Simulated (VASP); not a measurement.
# CdS (P6_3mc) in VASP: single point with PBE

Aim: the single point of CdS with PBE.

Everything below comes from runs of VASP 6.6.1. Logs are shortened: lines on timing, memory, paths and dates and some standing lists are left out, and cuts for length are marked.

**1. The cell of the first run**

The structure is hexagonal, space group P6_3mc (No. 186). The conventional cell has a = 4.161 Å, b = 4.161 Å, c = 6.713 Å, α = 90.00°, β = 90.00°, γ = 120.00°. Cd (site symmetry 3m) has 4 S at 2.54 Å within 3.3 Å. S (site symmetry 3m) has 4 Cd at 2.54 Å within 3.3 Å.

**2. Single point, PBE**

INCAR reads:

```
PREC = Accurate
ENCUT = 520
EDIFF = 1E-7
ISMEAR = 0
SIGMA = 0.05
LREAL = F
LASPH = T
NELM = 100
ALGO = Normal
ISIF = 2
LWAVE = F
LCHARG = T
GGA = PE
LELF = T
LVHAR = T
NBANDS = 26
```

KPOINTS reads:

```
regular mesh
0
Gamma
  8 8 5
```

POSCAR reads:

```
CdS
1.0
    4.1608160020      0.0000000000      0.0000000000
   -2.0804080010      3.6033723582      0.0000000000
    0.0000000000      0.0000000000      6.7130000000
Cd S
2 2
Direct
    0.3333333333      0.6666666667     -0.0007732564
    0.6666666667      0.3333333333      0.4992267436
    0.3333333333      0.6666666667      0.3777732564
    0.6666666667      0.3333333333      0.8777732564
```

Potentials or basis: VASP PAW PBE potentials, release 64 (Cd, S).

Run with:

```console
$ cat potpaw_PBE.64/Cd/POTCAR potpaw_PBE.64/S/POTCAR > POTCAR
$ mpirun -np 1 vasp_std > vasp.out
```

OUTCAR:

```text
PREC = Accurate
   ENCUT = 520
   EDIFF = 1E-7
   ISMEAR = 0
   LREAL = F
   LASPH = T
   NELM = 100
   ISIF = 2
   GGA = PE

 ion  position               nearest neighbor table
   1  0.333  0.667  0.999-   4 2.54   4 2.54   4 2.54   3 2.54
   2  0.667  0.333  0.499-   3 2.54   3 2.54   3 2.54   4 2.54
   3  0.333  0.667  0.378-   2 2.54   2 2.54   2 2.54   1 2.54
   4  0.667  0.333  0.878-   1 2.54   1 2.54   1 2.54   2 2.54

  LATTYP: Found a hexagonal cell.
 ALAT       =     4.1608160020
 C/A-ratio  =     1.6133854505

  Lattice vectors:

 A1 = (   4.1608160020,   0.0000000000,   0.0000000000)
 A2 = (  -2.0804080010,   3.6033723582,   0.0000000000)
 A3 = (   0.0000000000,   0.0000000000,   6.7130000000)

Analysis of symmetry for initial positions (statically):
=====================================================================
 Subroutine PRICEL returns:
 Original cell was already a primitive cell.

 Routine SETGRP: Setting up the symmetry group for a
 hexagonal supercell.

 Subroutine GETGRP returns: Found 12 space group operations
 (whereof  6 operations were pure point group operations)
 out of a pool of 24 trial point group operations.

The static configuration has the point symmetry C_3v.
 The point group associated with its full space group is C_6v.

Analysis of symmetry for dynamics (positions and initial velocities):
=====================================================================
 Subroutine PRICEL returns:
 Original cell was already a primitive cell.

 Routine SETGRP: Setting up the symmetry group for a
 hexagonal supercell.

 Subroutine GETGRP returns: Found 12 space group operations
 (whereof  6 operations were pure point group operations)
 out of a pool of 24 trial point group operations.

The dynamic configuration has the point symmetry C_3v.
 The point group associated with its full space group is C_6v.

 Subroutine INISYM returns: Found 12 space group operations
 (whereof  6 operations are pure point group operations),
 and found     1 'primitive' translations

----------------------------------------------------------------------------------------

                                     Primitive cell

  volume of cell :     100.6478

  direct lattice vectors                    reciprocal lattice vectors
     4.160816002  0.000000000  0.000000000     0.240337472  0.138758904  0.000000000
    -2.080408001  3.603372358  0.000000000     0.000000000  0.277517808  0.000000000
     0.000000000  0.000000000  6.713000000     0.000000000  0.000000000  0.148964695

  length of vectors
     4.160816002  4.160816002  6.713000000     0.277517808  0.277517808  0.148964695

  position of ions in fractional coordinates (direct lattice)
     0.333333333  0.666666667  0.999226744
     0.666666667  0.333333333  0.499226744
     0.333333333  0.666666667  0.377773256
     0.666666667  0.333333333  0.877773256

  ion indices of the primitive-cell ions
   primitive index   ion index
                 1           1
                 2           2
                 3           3
                 4           4

----------------------------------------------------------------------------------------

 KPOINTS: regular mesh

Automatic generation of k-mesh.
 Grid dimensions read from file:
 generate k-points for:    8    8    5

 Generating k-lattice:

  Cartesian coordinates                     Fractional coordinates (reciprocal lattice)
     0.030042184  0.017344863  0.000000000     0.125000000 -0.000000000  0.000000000
     0.000000000  0.034689726  0.000000000     0.000000000  0.125000000  0.000000000
     0.000000000  0.000000000  0.029792939     0.000000000  0.000000000  0.200000000

  Length of vectors
     0.034689726  0.034689726  0.029792939

  Shift w.r.t. Gamma in fractional coordinates (k-lattice)
     0.000000000  0.000000000  0.000000000

 Subroutine IBZKPT returns following result:
 ===========================================

 Found     30 irreducible k-points:

 Following reciprocal coordinates:
            Coordinates               Weight
  0.000000  0.000000  0.000000      1.000000
  0.125000  0.000000  0.000000      6.000000
  0.250000  0.000000  0.000000      6.000000
  0.375000  0.000000  0.000000      6.000000
  0.500000  0.000000  0.000000      3.000000
  0.125000  0.125000  0.000000      6.000000
[... 16 lines left out ...]
  0.250000  0.000000  0.400000     12.000000
  0.375000  0.000000  0.400000     12.000000
 [... further k-points ...]
   k-points           NKPTS =     30   k-points in BZ     NKDIM =     30   number of bands    NBANDS=     26
   number of dos      NEDOS =    301   number of ions     NIONS =      4
   total plane-waves  NPLWV =  51200
   dimension x,y,z NGX =    32 NGY =   32 NGZ =   50
   dimension x,y,z NGXF=    64 NGYF=   64 NGZF=  100
   ions per type =               2   2
   NGX,Y,Z   is equivalent  to a cutoff of  12.79, 12.79, 12.38 a.u.
   NGXF,Y,Z  is equivalent  to a cutoff of  25.57, 25.57, 24.76 a.u.
 SYSTEM =  unknown system
   PREC   = accura    normal or accurate (medium, high low for compatibility)
   ISTART =      0    job   : 0-new  1-cont  2-samecut
   ICHARG =      2    charge: 1-file 2-atom 10-const
   ISPIN  =      1    spin polarized calculation?
   LNONCOLLINEAR =      F non collinear calculations
   LSORBIT =      F    spin-orbit coupling
   LASPH  =      T    aspherical Exc in radial PAW
   ENCUT  =  520.0 eV  38.22 Ry    6.18 a.u.   7.74  7.74 12.48*2*pi/ulx,y,z
   NELM   =    100;   NELMIN=  2; NELMDL= -5     # of ELM steps
   EDIFF  = 0.1E-06   stopping-criterion for ELM
   LREAL  =      F    real-space projection
   EDIFFG = 0.1E-05   stopping-criterion for IOM
   NSW    =      0    number of steps for IOM
   IBRION =     -1    ionic relax: 0-MD 1-quasi-New 2-CG
   NFREE  =      0    steps in history (QN), initial steepest desc. (CG)
   ISIF   =      2    stress and relaxation
   ISYM   =      2    0-nonsym 1-usesym 2-fastsym
   POTIM  = 0.5000    time-step for ionic-motion
   TEBEG  =    0.0;   TEEND  =   0.0 temperature during run
   PSTRESS=    0.0 pullay stress
   NELECT =      36.0000    total number of electrons
   NUPDOWN=      -1.0000    fix difference up-down
   EMIN   =  10.00;   EMAX   =-10.00  energy-range for DOS
   EFERMI =   0.00;   METHOD = LEGACY
   ISMEAR =     0;   SIGMA  =   0.05  broadening in eV -4-tet -1-fermi 0-gaus
   EFERMI_NEDOS =   21; number of points for ismear=-14 and -15
   IALGO  =     38    algorithm
   IMIX   =      4    mixing-type and parameters
     AMIX     =   0.40;   BMIX     =  1.00
     AMIX_MAG =   1.60;   BMIX_MAG =  1.00
  volume/ion in A,a.u.               =      25.16       169.80
  Fermi-wavevector in a.u.,A,eV,Ry     =   1.162093  2.196037 18.374127  1.350460
  Thomas-Fermi vector in A             =   2.298658
   LORBIT       =      0    0 simple, 1 ext, 2 COOP (PROOUT), +10 PAW based schemes
   GGA     = PE    functional components
   LHFCALC =     F    Hartree Fock is set to
   AEXX    =    0.0000 exact exchange contribution
   IVDW    =     0    specifies the selected vdW correction
   LEPSILON=     F    determine dielectric tensor
   LRPA    =     F    only Hartree local field effects (RPA)
 non-spin polarized calculation
 Gauss-broadening in eV      SIGMA  =   0.05
  energy-cutoff  :      520.00
  volume of cell :      100.65
 maximum number of plane-waves:      2731
 NGX is ok and might be reduce to    32
   NGX = 15   NGY = 15   NGZ = 25

 number of electron      36.0000000 magnetization

 Free energy of the ion-electron system (eV)
  ---------------------------------------------------
  ext. energy  EPLUGINS =         0.00000000
  ---------------------------------------------------
  free energy    TOTEN  =       -12.27050935 eV

  energy without entropy =      -12.27050935  energy(sigma->0) =      -12.27050935

 E-fermi :   1.3992     XC(G=0):  -9.0768

 val. band max:        1.1816779956   @ k =   0.0000   0.0000   0.0000
 cond. band min:       2.3912109340   @ k =   0.0000   0.0000   0.0000
 fundamental gap:      1.2095329384
 Fermi energy:         1.3992086039

 k-point     1 :       0.0000    0.0000    0.0000
  band No.  band energies     occupation
      1     -11.0953      2.00000
      2     -10.6716      2.00000
      3      -6.4598      2.00000
      4      -6.4597      2.00000
      5      -6.4597      2.00000
      6      -6.3786      2.00000
[... 18 lines left out ...]
     25       8.7459      0.00000
     26       8.9228      0.00000

 k-point     2 :       0.1250    0.0000    0.0000
  band No.  band energies     occupation
      1     -11.0420      2.00000
      2     -10.6485      2.00000
      3      -6.4467      2.00000
      4      -6.4376      2.00000
      5      -6.4151      2.00000
      6      -6.3530      2.00000
[... 18 lines left out ...]
     25       8.7701      0.00000
     26       9.0793      0.00000

 k-point     3 :       0.2500    0.0000    0.0000
  band No.  band energies     occupation
      1     -10.9076      2.00000
      2     -10.5977      2.00000
      3      -6.4040      2.00000
      4      -6.3910      2.00000
      5      -6.3072      2.00000
      6      -6.2727      2.00000
[... 18 lines left out ...]
     25       9.1791      0.00000
     26       9.7352      0.00000

 k-point     4 :       0.3750    0.0000    0.0000
  band No.  band energies     occupation
      1     -10.7594      2.00000
      2     -10.5599      2.00000
      3      -6.3744      2.00000
      4      -6.3576      2.00000
      5      -6.2164      2.00000
      6      -6.1989      2.00000
[... 18 lines left out ...]
     25       9.6252      0.00000
     26      10.3879      0.00000

 k-point     5 :       0.5000    0.0000    0.0000
  band No.  band energies     occupation
      1     -10.6876      2.00000
      2     -10.5547      2.00000
      3      -6.3668      2.00000
      4      -6.3481      2.00000
      5      -6.1698      2.00000
      6      -6.1645      2.00000
[... 18 lines left out ...]
     25       9.6312      0.00000
     26      11.2604      0.00000

 k-point     6 :       0.1250    0.1250    0.0000
  band No.  band energies     occupation
      1     -10.9480      2.00000
      2     -10.6117      2.00000
      3      -6.4112      2.00000
      4      -6.4069      2.00000
      5      -6.3372      2.00000
      6      -6.3115      2.00000
[... 427 lines left out ...]
 k-point    21 :       0.0000    0.0000    0.4000
  band No.  band energies     occupation
      1     -10.9452      2.00000
      2     -10.8134      2.00000
      3      -6.4379      2.00000
      4      -6.4379      2.00000
      5      -6.4129      2.00000
      6      -6.4129      2.00000
[... 18 lines left out ...]
     25       8.1605      0.00000
     26       8.1606      0.00000

 k-point    22 :       0.1250    0.0000    0.4000
  band No.  band energies     occupation
      1     -10.9013      2.00000
      2     -10.7789      2.00000
      3      -6.4140      2.00000
      4      -6.4119      2.00000
      5      -6.3893      2.00000
      6      -6.3842      2.00000
[... 18 lines left out ...]
     25       8.4158      0.00000
     26       8.4706      0.00000

 k-point    23 :       0.2500    0.0000    0.4000
  band No.  band energies     occupation
      1     -10.7933      2.00000
      2     -10.6969      2.00000
      3      -6.3710      2.00000
      4      -6.3522      2.00000
      5      -6.3382      2.00000
      6      -6.3155      2.00000
[... 18 lines left out ...]
     25       8.7158      0.00000
     26       9.2108      0.00000

 k-point    24 :       0.3750    0.0000    0.4000
  band No.  band energies     occupation
      1     -10.6814      2.00000
      2     -10.6193      2.00000
      3      -6.3567      2.00000
      4      -6.3089      2.00000
      5      -6.3007      2.00000
      6      -6.2508      2.00000
[... 18 lines left out ...]
     25       9.0850      0.00000
     26       9.8978      0.00000

 [... further k-points ...]
[... 5 lines left out ...]
  --------------------------------------------------------------------------------------
  -------------------------------------------------------------------------------------
  Total        1.3657218      1.3657218      1.6209395      0.0000000      0.0000000      0.0000000
  in kB       21.7404498     21.7404498     25.8031707      0.0000000      0.0000000      0.0000000
  external PRESSURE =      23.0946901 kB  Pullay stress =       0.0000000 kB

 VOLUME and BASIS-vectors are now :
 -----------------------------------------------------------------------------
  energy-cutoff  :      520.00
  volume of cell :      100.65
      direct lattice vectors                 reciprocal lattice vectors
     4.160816002  0.000000000  0.000000000     0.240337472  0.138758904  0.000000000
    -2.080408001  3.603372358  0.000000000     0.000000000  0.277517808  0.000000000
     0.000000000  0.000000000  6.713000000     0.000000000  0.000000000  0.148964695

 POSITION                                       TOTAL-FORCE (eV/Angst)
 -----------------------------------------------------------------------------------
     -0.00000      2.40225      6.70781         0.000000     -0.000000     -0.000282
      2.08041      1.20112      3.35131        -0.000000      0.000000     -0.000282
     -0.00000      2.40225      2.53599        -0.000000      0.000000      0.000282
      2.08041      1.20112      5.89249         0.000000     -0.000000      0.000282
 -----------------------------------------------------------------------------------
    total drift:                               -0.000000     -0.000000     -0.000547

  FREE ENERGIE OF THE ION-ELECTRON SYSTEM (eV)
  ---------------------------------------------------
  free  energy   TOTEN  =       -12.2705093483 eV

  energy  without entropy=      -12.2705093482  energy(sigma->0) =      -12.27050935
```

Run time: 70 s. Hardware: 1 thread of Intel Xeon 6975P-C, shared host; peak memory 0.25 GiB.

What came out:

| Item | Value |
| --- | --- |
| Free energy | -12.2705 eV |
| Pressure | 2.3 GPa |
| Band gap on the k mesh | 1.21 eV, direct |

Levels at points of the mesh, in eV from the valence-band top:
| k point | band 15 | band 16 | band 17 | band 18 | band 19 | band 20 | band 21 | band 22 |
| --- | --- | --- | --- | --- | --- | --- | --- | --- |
| (0.00, 0.00, 0.00) | -0.75 | -0.02 | 0.00 | 0.00 | 1.21 | 2.73 | 6.46 | 6.46 |
| (0.50, 0.00, 0.00) | -2.58 | -1.85 | -1.24 | -0.74 | 3.72 | 3.86 | 5.16 | 6.43 |
